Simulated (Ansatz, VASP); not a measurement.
Al: VASP beside Ansatz

```
Al
1.0
     2.80078    0.00000    0.00000
    -1.40039    2.42555    0.00000
     0.00000    0.00000    9.19202
Al
4
Cartesian
  0.0000 0.0000 0.0000
  0.0000 1.6170 2.2980
  0.0000 0.0000 4.5960
  1.4004 0.8085 6.8940
```

Alike in both runs: task single point; functional PBEsol; dispersion D3(BJ); k mesh 18 × 18 × 6; occupations gaussian, width 0.15 eV; no spin polarisation.

|  | VASP | Ansatz |
| --- | --- | --- |
| version | VASP 6.6.1 | Ansatz 0.2.0 |
| potentials or method | VASP PAW PBE potentials, release 64 (Al), cutoff 520 eV | scalar-relativistic, plane waves, PAW |
| valence electrons in the cell | 12 | 12 |

Ansatz gave:

- gap on the k mesh at the Fermi level (eV): none
- pressure (GPa): 0.0

Task: What did VASP give for the same quantities?

Result: gap on the k mesh at the Fermi level (eV): none; pressure (GPa): 0.1.

VASP's potentials were made for PBE, not for PBEsol, and Ansatz warns of the same on its side. A gap of «none» marks a metal or a gap that the smearing closes.
